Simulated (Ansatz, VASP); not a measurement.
# BeCdTeSe in VASP and in Ansatz

Contents of INCAR:

```
PREC     = Accurate       # precision mode
ENCUT    = 520            # plane-wave cutoff, eV
EDIFF    = 1E-7           # SCF threshold, eV
ISMEAR   = 0              # smearing method
SIGMA    = 0.1            # smearing width, eV
LREAL    = False          # projectors in reciprocal space
LASPH    = True           # aspherical terms in the spheres
NELM     = 60             # most SCF steps
ALGO     = Normal         # electronic algorithm
ISIF     = 2              # what is computed and relaxed
LWAVE    = False          # write WAVECAR
LCHARG   = True           # write CHGCAR
GGA      = PE             # functional
LELF     = True           # ELF
LVHAR    = True         
NBANDS   = 36             # bands
```

KPOINTS

```
regular mesh
0
Gamma
  4 4 2
```

The input POSCAR:

```
BeCdTeSe
1.0
    4.2145690300      0.0000000000      0.0000000000
    0.0000000000      4.2145690300      0.0000000000
    0.0000000000      0.0000000000      9.2012163800
Be Cd Te Se
2 2 2 2
Direct
    0.5000000000      0.5000000000      0.0000000000
    0.0000000000      0.0000000000      0.0000000000
    0.0000000000      0.0000000000      0.5000000000
    0.5000000000      0.5000000000      0.5000000000
    0.0000000000      0.5000000000      0.6678779700
    0.5000000000      0.0000000000      0.3321220300
    0.5000000000      0.0000000000      0.8274700000
    0.0000000000      0.5000000000      0.1725300000
```

Input for Ansatz:

```yaml
crystal:
  lattice:
    - [4.21456903, 0.0, 0.0]
    - [0.0, 4.21456903, 0.0]
    - [0.0, 0.0, 9.20121638]
  atoms:
    - { symbol: Be, position: [0.5, 0.5, 0.0] }
    - { symbol: Be, position: [0.0, 0.0, 0.0] }
    - { symbol: Cd, position: [0.0, 0.0, 0.5] }
    - { symbol: Cd, position: [0.5, 0.5, 0.5] }
    - { symbol: Te, position: [0.0, 0.5, 0.66787797] }
    - { symbol: Te, position: [0.5, 0.0, 0.33212203] }
    - { symbol: Se, position: [0.5, 0.0, 0.82747] }
    - { symbol: Se, position: [0.0, 0.5, 0.17253] }
basis:
  ecutwfc: 420
kpoints:
  mp_grid: { grid: [4, 4, 2] }
hamiltonian:
  xc: pbe
scf:
  occupations: { method: gaussian, width: 0.1 }
  lower_state_search: "off"
output:
  forces: true
  stress: true
  eigenvalues: true
```

Change from the starting cell: species swapped into the EuCuSeF type (P4/nmm, No. 129).

Alike in both runs: task single point; functional PBE; k mesh 4 × 4 × 2; occupations gaussian, width 0.1 eV; no spin polarisation.

|  | VASP | Ansatz |
| --- | --- | --- |
| version | VASP 6.6.1 | Ansatz 0.2.0 |
| potentials or method | VASP PAW PBE potentials, release 64 (Be, Cd, Te, Se), cutoff 520 eV | scalar-relativistic, plane waves, PAW |
| valence electrons in the cell | 52 | 108 |

```csv
,VASP,Ansatz,Ansatz less VASP
gap on the k mesh at the Fermi level (eV),0.15,0.17,+0.022
least direct gap on the mesh (eV),0.15,0.17,+0.022
pressure (GPa),14.6,14.1,-0.46
"traceless stress, the component that is largest in VASP (GPa)",-1.73,-1.71,+0.023
rms of the force components (eV/Å),1.674,1.643,-0.0304
```

Atom by atom the forces differ by 0.043 eV/Å (rms over components). The functional is the same, so the differences come from potentials, cutoffs and numerics. VASP's potentials hold 52 valence electrons a cell and Ansatz's 108, so a difference there can come from the potentials and not from the codes.

Neither program's run includes spin-orbit coupling.
